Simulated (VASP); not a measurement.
A run of VASP 6.6.1 is set up as follows.

The input POSCAR:

```
Sc
1.0
    2.8383599055      0.0000000000      0.0000000000
    0.0000000000      2.8383599055      0.0000000000
    0.0000000000      0.0000000000      2.8383599055
Sc
1
Direct
    0.0000000000      0.0000000000      0.0000000000
```

Contents of INCAR.step1:

```
SYSTEM = Sc
ALGO = Normal ; EDIFF = 1E-4
ENCUT = 520 ; GGA = PE
ISMEAR = -1 ; LASPH = .True.
LCHARG = .False. ; LREAL = .False.
LWAVE = .True. ; NBANDS = 12
NELM = 80 ; PREC = Accurate
SIGMA = 0.1
```

File INCAR.step2:

```
SYSTEM = Sc
ALGO = Normal ; EDIFF = 1E-6
ENCUT = 520 ; ISIF = 2
ISMEAR = -1 ; ISTART = 1
LASPH = .True. ; LCHARG = .True.
LELF = .True. ; LMIXTAU = .True.
LREAL = .False. ; LVHAR = .True.
LWAVE = .False. ; METAGGA = R2SCAN
NBANDS = 12 ; NELM = 80
PREC = Accurate ; SIGMA = 0.1
```

Contents of KPOINTS:

```
k-points
0
Gamma
  12 12 12
  0 0 0
```

Potentials or basis: VASP PAW PBE potentials, release 64 (Sc_sv).

Command:

```sh
$ cat potpaw_PBE.64/Sc_sv/POTCAR > POTCAR
$ cp INCAR.step1 INCAR
$ mpirun -np 1 vasp_std > vasp.out
$ cp INCAR.step2 INCAR
$ mpirun -np 1 vasp_std > vasp.out
```

Q: Estimate the band gap on the k mesh.

A: Zero (an odd number of electrons rules out a gap without spin polarisation).

Q: What does it give for the pressure?

A: 5.6 GPa.

Caveat: the cell stands under pressure; the PAW data sets were made with another functional, which shifts forces and pressure a little.
